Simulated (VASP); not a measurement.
# NbSi (CsCl type) (Pm-3m) in VASP: further runs

Runs on NbSi (CsCl type). Level: LDA. Tasks: single point.

Everything below comes from runs of VASP 6.6.1. Logs are shortened: lines on timing, memory, paths and dates and some standing lists are left out, and cuts for length are marked.

## 1. The cell of the first run

The structure is cubic, space group Pm-3m (No. 221). The conventional cell has a = 2.761 Å, b = 2.761 Å, c = 2.761 Å, α = 90.00°, β = 90.00°, γ = 90.00°. Nb (site symmetry m-3m) has 8 Si at 2.39 Å and 6 Nb at 2.76 Å within 3.2 Å. Within 3.2 Å of Si (site symmetry m-3m) lie 8 Nb at 2.39 Å and 6 Si at 2.76 Å.

## 2. Single point, LDA (volume scaled by 0.7)

The input, INCAR:

```
SYSTEM = NbSi
ALGO = Normal
EDIFF = 1E-6
ENCUT = 520
ISIF = 2
ISMEAR = -1
LASPH = .True.
LCHARG = .False.
LREAL = .False.
LWAVE = .False.
NBANDS = 16
NELM = 80
PREC = Accurate
SIGMA = 0.1
```

The input, KPOINTS:

```
k-points
0
Gamma
  14 14 14
  0 0 0
```

The input, POSCAR:

```
NbSi
1.0
    2.7613783142      0.0000000000      0.0000000000
    0.0000000000      2.7613783142      0.0000000000
    0.0000000000      0.0000000000      2.7613783142
Nb Si
1 1
Direct
    0.0000000000      0.0000000000      0.0000000000
    0.5000000000      0.5000000000      0.5000000000
```

Potentials or basis: VASP PAW LDA potentials, release 64 (Nb_sv, Si).

The run is started by

```bash
$ cat potpaw_LDA.64/Nb_sv/POTCAR potpaw_LDA.64/Si/POTCAR > POTCAR
$ mpirun -np 1 vasp_std > vasp.out
```

OUTCAR:

```text
SYSTEM = NbSi
   EDIFF = 1E-6
   ENCUT = 520
   ISIF = 2
   ISMEAR = -1
   LASPH = .True.
   LREAL = .False.
   NELM = 80
   PREC = Accurate

 ion  position               nearest neighbor table
   1  0.000  0.000  0.000-   2 2.39   2 2.39   2 2.39   2 2.39   2 2.39   2 2.39   2 2.39   2 2.39

   2  0.500  0.500  0.500-   1 2.39   1 2.39   1 2.39   1 2.39   1 2.39   1 2.39   1 2.39   1 2.39

  LATTYP: Found a simple cubic cell.
 ALAT       =     2.7613783142

  Lattice vectors:

 A1 = (   2.7613783142,   0.0000000000,   0.0000000000)
 A2 = (   0.0000000000,   2.7613783142,   0.0000000000)
 A3 = (   0.0000000000,   0.0000000000,   2.7613783142)

Analysis of symmetry for initial positions (statically):
=====================================================================
 Subroutine PRICEL returns:
 Original cell was already a primitive cell.

 Routine SETGRP: Setting up the symmetry group for a
 simple cubic supercell.

 Subroutine GETGRP returns: Found 48 space group operations
 (whereof 48 operations were pure point group operations)
 out of a pool of 48 trial point group operations.

The static configuration has the point symmetry O_h .

Analysis of symmetry for dynamics (positions and initial velocities):
=====================================================================
 Subroutine PRICEL returns:
 Original cell was already a primitive cell.

 Routine SETGRP: Setting up the symmetry group for a
 simple cubic supercell.

 Subroutine GETGRP returns: Found 48 space group operations
 (whereof 48 operations were pure point group operations)
 out of a pool of 48 trial point group operations.

The dynamic configuration has the point symmetry O_h .

 Subroutine INISYM returns: Found 48 space group operations
 (whereof 48 operations are pure point group operations),
 and found     1 'primitive' translations

----------------------------------------------------------------------------------------

                                     Primitive cell

  volume of cell :      21.0561

  direct lattice vectors                    reciprocal lattice vectors
     2.761378314  0.000000000  0.000000000     0.362137993  0.000000000  0.000000000
     0.000000000  2.761378314  0.000000000     0.000000000  0.362137993  0.000000000
     0.000000000  0.000000000  2.761378314     0.000000000  0.000000000  0.362137993

  length of vectors
     2.761378314  2.761378314  2.761378314     0.362137993  0.362137993  0.362137993

  position of ions in fractional coordinates (direct lattice)
[... 74 lines left out ...]
   LNONCOLLINEAR =      F non collinear calculations
   LSORBIT =      F    spin-orbit coupling
   LASPH  =      T    aspherical Exc in radial PAW
   ENCUT  =  520.0 eV  38.22 Ry    6.18 a.u.   5.13  5.13  5.13*2*pi/ulx,y,z
   NELM   =     80;   NELMIN=  2; NELMDL= -5     # of ELM steps
   EDIFF  = 0.1E-05   stopping-criterion for ELM
   LREAL  =      F    real-space projection
   EDIFFG = 0.1E-04   stopping-criterion for IOM
   NSW    =      0    number of steps for IOM
   IBRION =     -1    ionic relax: 0-MD 1-quasi-New 2-CG
   NFREE  =      0    steps in history (QN), initial steepest desc. (CG)
   ISIF   =      2    stress and relaxation
   ISYM   =      2    0-nonsym 1-usesym 2-fastsym
   POTIM  = 0.5000    time-step for ionic-motion
   TEBEG  =    0.0;   TEEND  =   0.0 temperature during run
   PSTRESS=    0.0 pullay stress
   NELECT =      17.0000    total number of electrons
   NUPDOWN=      -1.0000    fix difference up-down
   EMIN   =  10.00;   EMAX   =-10.00  energy-range for DOS
   EFERMI =   0.00;   METHOD = LEGACY
   ISMEAR =    -1;   SIGMA  =   0.10  broadening in eV -4-tet -1-fermi 0-gaus
   EFERMI_NEDOS =   21; number of points for ismear=-14 and -15
   IALGO  =     38    algorithm
   IMIX   =      4    mixing-type and parameters
     AMIX     =   0.40;   BMIX     =  1.00
     AMIX_MAG =   1.60;   BMIX_MAG =  1.00
  volume/ion in A,a.u.               =      10.53        71.05
  Fermi-wavevector in a.u.,A,eV,Ry     =   1.524399  2.880696 31.617100  2.323791
  Thomas-Fermi vector in A             =   2.632711
   LORBIT       =      0    0 simple, 1 ext, 2 COOP (PROOUT), +10 PAW based schemes
   GGA     = CA    functional components
   LHFCALC =     F    Hartree Fock is set to
   AEXX    =    0.0000 exact exchange contribution
   IVDW    =     0    specifies the selected vdW correction
   LEPSILON=     F    determine dielectric tensor
   LRPA    =     F    only Hartree local field effects (RPA)
 non-spin polarized calculation
  energy-cutoff  :      520.00
  volume of cell :       21.06
 maximum number of plane-waves:       587
 NGX is ok and might be reduce to    24
   NGX = 11   NGY = 11   NGZ = 11

 number of electron      16.9999999 magnetization

 Free energy of the ion-electron system (eV)
  ---------------------------------------------------
  ext. energy  EPLUGINS =         0.00000000
  ---------------------------------------------------
  free energy    TOTEN  =       -14.88395185 eV

  energy without entropy =      -14.84883374  energy(sigma->0) =      -14.86639280

 E-fermi :  17.6138     XC(G=0): -14.2241

 val. band max:       17.5934424204   @ k =   0.4286   0.3571   0.3571
 cond. band min:      17.6181659387   @ k =   0.4286   0.2143   0.1429
 fundamental gap:      0.0247235184
 Fermi energy:        17.6137829608

 k-point     1 :       0.0000    0.0000    0.0000
  band No.  band energies     occupation
      1     -36.2262      2.00000
      2     -12.0421      2.00000
      3     -12.0421      2.00000
      4     -12.0421      2.00000
      5       4.3743      2.00000
      6      12.6183      2.00000
[... 433 lines left out ...]
      3     -12.5423      2.00000
      4     -11.8398      2.00000
      5       7.8310      2.00000
      6      11.6456      2.00000
[... 8 lines left out ...]
     15      30.8150      0.00000
     16      32.0006      0.00000

 [... further k-points ...]
[... 5 lines left out ...]
  --------------------------------------------------------------------------------------
  -------------------------------------------------------------------------------------
  Total       17.8908869     17.8908869     17.8908869     -0.0000000     -0.0000000      0.0000000
  in kB     1361.3340974   1361.3340974   1361.3340974     -0.0000000     -0.0000000      0.0000000
  external PRESSURE =    1361.3340974 kB  Pullay stress =       0.0000000 kB

 VOLUME and BASIS-vectors are now :
 -----------------------------------------------------------------------------
  energy-cutoff  :      520.00
  volume of cell :       21.06
      direct lattice vectors                 reciprocal lattice vectors
     2.761378314  0.000000000  0.000000000     0.362137993  0.000000000  0.000000000
     0.000000000  2.761378314  0.000000000     0.000000000  0.362137993  0.000000000
     0.000000000  0.000000000  2.761378314     0.000000000  0.000000000  0.362137993

 POSITION                                       TOTAL-FORCE (eV/Angst)
 -----------------------------------------------------------------------------------
      0.00000      0.00000      0.00000         0.000000      0.000000      0.000000
      1.38069      1.38069      1.38069         0.000000      0.000000      0.000000
 -----------------------------------------------------------------------------------
    total drift:                               -0.000000      0.000000      0.000000

  FREE ENERGIE OF THE ION-ELECTRON SYSTEM (eV)
  ---------------------------------------------------
  free  energy   TOTEN  =       -14.8839518488 eV

  energy  without entropy=      -14.8488337416  energy(sigma->0) =      -14.86639280
```

OSZICAR:

```text
N       E                     dE             d eps       ncg     rms          rms(c)
DAV:   1     0.143281116985E+03    0.14328E+03   -0.84562E+03  3864   0.107E+03
DAV:   2    -0.934312384447E+01   -0.15262E+03   -0.14279E+03  4656   0.380E+02
DAV:   3    -0.151389209215E+02   -0.57958E+01   -0.55583E+01  5896   0.658E+01
DAV:   4    -0.153305891568E+02   -0.19167E+00   -0.19130E+00  4848   0.104E+01
DAV:   5    -0.153382796419E+02   -0.76905E-02   -0.76895E-02  6128   0.200E+00    0.165E+01
DAV:   6    -0.148813713234E+02    0.45691E+00   -0.95704E-01  6392   0.114E+01    0.703E+00
DAV:   7    -0.148785213203E+02    0.28500E-02   -0.95061E-02  6528   0.263E+00    0.281E+00
DAV:   8    -0.148837468823E+02   -0.52256E-02   -0.30356E-02  5920   0.128E+00    0.356E-01
DAV:   9    -0.148838958893E+02   -0.14901E-03   -0.29449E-03  5432   0.404E-01    0.168E-01
DAV:  10    -0.148839504603E+02   -0.54571E-04   -0.68966E-04  4440   0.296E-01    0.656E-02
DAV:  11    -0.148839517379E+02   -0.12776E-05   -0.68575E-05  5176   0.989E-02    0.144E-02
DAV:  12    -0.148839518488E+02   -0.11089E-06   -0.19604E-06  4512   0.192E-02
   1 F= -.14883952E+02 E0= -.14866393E+02  d E =-.351181E-01
```

Wall time 45 s (1 thread of Intel Xeon 8259CL, shared host); peak memory 0.16 GiB.

What came out:

| Item | Value |
| --- | --- |
| Free energy | -14.8840 eV |
| Pressure | 136.1 GPa |

## 3. Single point, LDA (volume scaled by 0.8)

INCAR: that of step 2 with these lines changed.

```diff
@@ -2,3 +2,3 @@
 ALGO = Normal
-EDIFF = 1E-6
+EDIFF = 1E-7
 ENCUT = 520
@@ -11,3 +11,3 @@
 NBANDS = 16
-NELM = 80
+NELM = 60
 PREC = Accurate
```

KPOINTS is that of step 2.

The input, POSCAR:

```
NbSi
1.0
    2.8870649807      0.0000000000      0.0000000000
    0.0000000000      2.8870649807      0.0000000000
    0.0000000000      0.0000000000      2.8870649807
Nb Si
1 1
Direct
    0.0000000000      0.0000000000      0.0000000000
    0.5000000000      0.5000000000      0.5000000000
```

Potentials or basis: VASP PAW LDA potentials, release 64 (Nb_sv, Si).

The run is started by

```bash
$ cat potpaw_LDA.64/Nb_sv/POTCAR potpaw_LDA.64/Si/POTCAR > POTCAR
$ mpirun -np 1 vasp_std > vasp.out
```

OUTCAR:

```text
SYSTEM = NbSi
   EDIFF = 1E-7
   ENCUT = 520
   ISIF = 2
   ISMEAR = -1
   LASPH = .True.
   LREAL = .False.
   NELM = 60
   PREC = Accurate

 ion  position               nearest neighbor table
   1  0.000  0.000  0.000-   2 2.50   2 2.50   2 2.50   2 2.50   2 2.50   2 2.50   2 2.50   2 2.50

   2  0.500  0.500  0.500-   1 2.50   1 2.50   1 2.50   1 2.50   1 2.50   1 2.50   1 2.50   1 2.50

  LATTYP: Found a simple cubic cell.
 ALAT       =     2.8870649807

  Lattice vectors:

 A1 = (   2.8870649807,   0.0000000000,   0.0000000000)
 A2 = (   0.0000000000,   2.8870649807,   0.0000000000)
 A3 = (   0.0000000000,   0.0000000000,   2.8870649807)

Analysis of symmetry for initial positions (statically):
=====================================================================
 Subroutine PRICEL returns:
 Original cell was already a primitive cell.

 Routine SETGRP: Setting up the symmetry group for a
 simple cubic supercell.

 Subroutine GETGRP returns: Found 48 space group operations
 (whereof 48 operations were pure point group operations)
 out of a pool of 48 trial point group operations.

The static configuration has the point symmetry O_h .

[... 155 lines left out ...]
  ---------------------------------------------------
  free energy    TOTEN  =       -16.72100206 eV

  energy without entropy =      -16.67985738  energy(sigma->0) =      -16.70042972

 E-fermi :  15.1549     XC(G=0): -13.5321

 val. band max:       15.1290424883   @ k =   0.2143   0.0714   0.0714
 cond. band min:      15.1563948088   @ k =   0.4286   0.4286   0.2857
 fundamental gap:      0.0273523204
 Fermi energy:        15.1549265889

 k-point     1 :       0.0000    0.0000    0.0000
  band No.  band energies     occupation
      1     -38.7191      2.00000
      2     -14.6839      2.00000
      3     -14.6839      2.00000
      4     -14.6839      2.00000
      5       2.6432      2.00000
      6      11.1116      2.00000
[... 433 lines left out ...]
      3     -15.0115      2.00000
      4     -14.5543      2.00000
      5       5.7272      2.00000
      6       9.7472      2.00000
[... 8 lines left out ...]
     15      26.9569      0.00000
     16      28.5603      0.00000

 [... further k-points ...]
[... 5 lines left out ...]
  --------------------------------------------------------------------------------------
  -------------------------------------------------------------------------------------
  Total        9.8827206      9.8827206      9.8827206      0.0000000      0.0000000     -0.0000000
  in kB      657.9871686    657.9871686    657.9871686      0.0000000      0.0000000     -0.0000000
  external PRESSURE =     657.9871686 kB  Pullay stress =       0.0000000 kB

 VOLUME and BASIS-vectors are now :
 -----------------------------------------------------------------------------
  energy-cutoff  :      520.00
  volume of cell :       24.06
      direct lattice vectors                 reciprocal lattice vectors
     2.887064981  0.000000000  0.000000000     0.346372529  0.000000000  0.000000000
     0.000000000  2.887064981  0.000000000     0.000000000  0.346372529  0.000000000
     0.000000000  0.000000000  2.887064981     0.000000000  0.000000000  0.346372529

 POSITION                                       TOTAL-FORCE (eV/Angst)
 -----------------------------------------------------------------------------------
      0.00000      0.00000      0.00000         0.000000      0.000000      0.000000
      1.44353      1.44353      1.44353         0.000000      0.000000      0.000000
 -----------------------------------------------------------------------------------
    total drift:                               -0.000000      0.000000      0.000000

  FREE ENERGIE OF THE ION-ELECTRON SYSTEM (eV)
  ---------------------------------------------------
  free  energy   TOTEN  =       -16.7210020641 eV

  energy  without entropy=      -16.6798573784  energy(sigma->0) =      -16.70042972
```

OSZICAR:

```text
N       E                     dE             d eps       ncg     rms          rms(c)
DAV:   1     0.140001793260E+03    0.14000E+03   -0.84858E+03  3848   0.105E+03
DAV:   2    -0.112487259521E+02   -0.15125E+03   -0.14200E+03  4624   0.374E+02
DAV:   3    -0.170441881940E+02   -0.57955E+01   -0.56297E+01  5840   0.647E+01
DAV:   4    -0.173009002816E+02   -0.25671E+00   -0.25625E+00  5096   0.116E+01
DAV:   5    -0.173088762657E+02   -0.79760E-02   -0.79745E-02  6024   0.207E+00    0.127E+01
DAV:   6    -0.167273343641E+02    0.58154E+00   -0.12467E+00  6376   0.124E+01    0.498E+00
DAV:   7    -0.167197732518E+02    0.75611E-02   -0.78199E-02  5368   0.221E+00    0.240E+00
DAV:   8    -0.167210395437E+02   -0.12663E-02   -0.38095E-02  6872   0.124E+00    0.410E-01
DAV:   9    -0.167209824217E+02    0.57122E-04   -0.79715E-04  4832   0.232E-01    0.253E-01
DAV:  10    -0.167210052002E+02   -0.22779E-04   -0.66884E-04  4752   0.288E-01    0.279E-02
DAV:  11    -0.167210014588E+02    0.37414E-05   -0.26996E-05  5600   0.575E-02    0.132E-02
DAV:  12    -0.167210022001E+02   -0.74126E-06   -0.25139E-06  5920   0.215E-02    0.847E-03
DAV:  13    -0.167210020673E+02    0.13277E-06   -0.50736E-07  5248   0.933E-03    0.162E-03
DAV:  14    -0.167210020641E+02    0.32237E-08   -0.27926E-08  3088   0.187E-03
   1 F= -.16721002E+02 E0= -.16700430E+02  d E =-.411447E-01
```

stdout:

```text
POSCAR found type information on POSCAR NbSi
 POSCAR found :  2 types and       2 ions
 scaLAPACK will be used
 LDA part: xc-table for (Slater(with rela. corr.)+CA(PZ))
 , standard interpolation
 POSCAR, INCAR and KPOINTS ok, starting setup
 FFT: planning ... GRIDC
 FFT: planning ... GRID_SOFT
 FFT: planning ... GRID
 WAVECAR not read
 entering main loop
```

Run time: 49 s. Hardware: 1 thread of Intel Xeon 8259CL, shared host; peak memory 0.16 GiB.

What came out:

```yaml
Free_energy: -16.7210 eV
Pressure: 65.8 GPa
```

Levels at points of the mesh, in eV from the Fermi level:
```tsv
k point	band 7	band 8	band 9	band 10	band 11	band 12
(0.00, 0.00, 0.00)	-4.04	2.93	2.93	2.93	3.43	3.43
(0.50, 0.00, 0.00)	-2.39	-1.56	-1.56	3.71	4.80	5.92
(0.50, 0.50, 0.00)	-2.93	-2.92	0.03	0.03	5.85	5.88
(0.50, 0.50, 0.50)	-6.79	-3.21	5.20	5.20	5.20	6.12
```

## 4. Single point, LDA (volume scaled by 0.9)

The input, INCAR:

```
SYSTEM = NbSi
PREC = Accurate ; ENCUT = 520
EDIFF = 1E-6 ; ISMEAR = -1
SIGMA = 0.1 ; LREAL = .FALSE.
LASPH = .TRUE. ; NELM = 80
ALGO = Normal ; ISIF = 2
LWAVE = .FALSE. ; LCHARG = .FALSE.
NBANDS = 16
```

The input, KPOINTS:

```
regular mesh
0
G
  14 14 14
  0 0 0
```

The input, POSCAR:

```
NbSi
1.0
    3.0026685812      0.0000000000      0.0000000000
    0.0000000000      3.0026685812      0.0000000000
    0.0000000000      0.0000000000      3.0026685812
Nb Si
1 1
Direct
    0.0000000000      0.0000000000      0.0000000000
    0.5000000000      0.5000000000      0.5000000000
```

The run is started by

```bash
$ cat potpaw_LDA.64/Nb_sv/POTCAR potpaw_LDA.64/Si/POTCAR > POTCAR
$ mpirun -np 1 vasp_std > vasp.out
```

Run time: 42 s. Hardware: 1 thread of Intel Xeon 8259CL, shared host; peak memory 0.17 GiB.

The run converged. Its results:

```yaml
Free_energy: -17.5386 eV
Pressure: 24.6 GPa
```

Levels at points of the mesh, in eV from the Fermi level:
```csv
k point,band 6,band 7,band 8,band 9,band 10,band 11
"(0.00, 0.00, 0.00)",-3.35,-3.35,2.62,2.62,2.62,2.97
"(0.50, 0.00, 0.00)",-6.93,-1.95,-1.32,-1.32,3.24,5.11
"(0.50, 0.50, 0.00)",-2.92,-2.92,-2.57,0.18,0.18,5.08
"(0.50, 0.50, 0.50)",-5.97,-5.97,-3.52,4.55,4.55,4.55
```

## 5. Single point, LDA (volume scaled by 0.9)

The input, INCAR:

```
  PREC = Accurate
  ENCUT = 520
  EDIFF = 1E-6
  ISMEAR = -1
  SIGMA = 0.1
  LREAL = F
  LASPH = T
  NELM = 60
  ALGO = Normal
  ISIF = 2
  LWAVE = F
  LCHARG = T
  LELF = T
  LVHAR = T
  NBANDS = 16
```

The input, KPOINTS:

```
Automatic mesh
0
Gamma
  14 14 14
```

POSCAR is that of step 4.

The run is started by

```bash
$ cat potpaw_LDA.64/Nb_sv/POTCAR potpaw_LDA.64/Si/POTCAR > POTCAR
$ mpirun -np 1 vasp_std > vasp.out
```

Wall time 44 s (1 thread of Intel Xeon 8259CL, shared host); peak memory 0.17 GiB.

Results (log left out):

```yaml
Free_energy: -17.5386 eV
Pressure: 24.6 GPa
```

Levels at points of the mesh, in eV from the Fermi level:
```
           k point  band 5  band 6  band 7  band 8  band 9  band 10  band 11  band 12
(0.00, 0.00, 0.00)  -11.85   -3.35   -3.35    2.62    2.62     2.62     2.97     2.97
(0.50, 0.00, 0.00)   -8.10   -6.93   -1.95   -1.32   -1.32     3.24     5.11     5.16
(0.50, 0.50, 0.00)   -8.73   -2.92   -2.92   -2.57    0.18     0.18     5.08     5.32
(0.50, 0.50, 0.50)   -5.97   -5.97   -5.97   -3.52    4.55     4.55     4.55     5.27
```

## 6. Summary

| cell | gap on the mesh (eV) | pressure (GPa) |
| --- | --- | --- |
| a = 2.761 Å, 2 atoms | none | 136.1 |
| a = 2.887 Å, 2 atoms | none | 65.8 |
| a = 3.003 Å, 2 atoms | none | 24.6 |

Alike in all rows: task single point; level LDA; potentials or basis VASP PAW LDA potentials, release 64 (Nb_sv, Si); no spin polarisation; k mesh 14 × 14 × 14; cutoff (eV) 520; smearing fermi-dirac 0.1 eV.

Total energies depend on the potentials used, so only differences within one code and one set of settings carry meaning.
